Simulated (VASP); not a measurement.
Cu: single point with LDA

The system is Cu.

```
Cu
1.0
     0.00000    1.75884   -1.75884
    -1.75884    0.00000    1.75884
     3.51768    3.51768    3.51768
Cu
3
Direct
  0.00000 0.00000 0.00000
  0.33333 0.66667 0.33333
  0.66667 0.33333 0.66667
```

```json
{
  "Program": "VASP 6.6.1",
  "Task": "single point",
  "Functional": "LDA",
  "Potentials or basis": "VASP PAW LDA potentials, release 64 (Cu)",
  "Cutoff": "520 eV",
  "k mesh": "19 × 19 × 7",
  "Occupations": "fermi-dirac, width 0.05 eV",
  "Spin": "no spin polarisation"
}
```

| Quantity | Value |
| --- | --- |
| Pressure | 0.9 GPa |
| Band gap on the k mesh | zero (an odd number of electrons rules out a gap without spin polarisation) |

Levels at points of the mesh, in eV from the Fermi level:
| k point | band 14 | band 15 | band 16 | band 17 | band 18 | band 19 | band 20 | band 21 |
| --- | --- | --- | --- | --- | --- | --- | --- | --- |
| (0.00, 0.00, 0.00) | -2.45 | -2.11 | -2.11 | -2.11 | -2.11 | 9.09 | 9.09 | 22.53 |

Run time: 96 s on 1 thread of Intel(R) Xeon(R) Platinum 8488C (Sapphire Rapids) (shared host), peak memory 0.24 GiB.
